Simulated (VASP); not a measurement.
Here is a VASP 6.6.1 calculation.

Contents of INCAR:

```
SYSTEM = Ta3O2
PREC = Accurate
ENCUT = 520
EDIFF = 1E-7
ISMEAR = 0
SIGMA = 0.1
LREAL = .False.
LASPH = .True.
NELM = 100
ALGO = Normal
ISIF = 2
LWAVE = .False.
LCHARG = .False.
GGA = PE
NBANDS = 30
```

File KPOINTS:

```
regular mesh
0
Gamma
  6 6 6
  0 0 0
```

File POSCAR:

```
Ta3O2
1.0
    1.4230213648      0.8215817680      9.0374394729
   -1.4230213648      0.8215817680      9.0374394729
    0.0000000000     -1.6431635361      9.0374394729
Ta O
3 2
Direct
    0.0000000000      0.0000000000      0.0000000000
    0.2141068016      0.2141068016      0.2141068016
    0.7858931984      0.7858931984      0.7858931984
    0.3916143748      0.3916143748      0.3916143748
    0.6083856252      0.6083856252      0.6083856252
```

Potentials or basis: VASP PAW PBE potentials, release 64 (Ta_pv, O).

Command:

```console
$ cat potpaw_PBE.64/Ta_pv/POTCAR potpaw_PBE.64/O/POTCAR > POTCAR
$ mpirun -np 1 vasp_std > vasp.out
```

Question: Predict the band gap on the k mesh.

Answer: Zero (an odd number of electrons rules out a gap without spin polarisation).

Question: Estimate the pressure.

Answer: 0.5 GPa.

Question: Predict the largest force.

Answer: 0.031 eV/Å.

Forces on the atoms (eV/Å):
```
Ta   0.000  0.000  0.000
Ta   0.000  0.000 -0.031
Ta   0.000  0.000  0.031
O    0.000  0.000  0.013
O    0.000  0.000 -0.013
```

Caveat: the k points lie up to 0.43 Å⁻¹ apart, too coarse for converged energies and pressures of a metal; spin-orbit coupling is left out, which moves the levels of the heavy elements; an odd number of electrons without spin polarisation forces a metal; a magnetic or distorted state may lie lower.
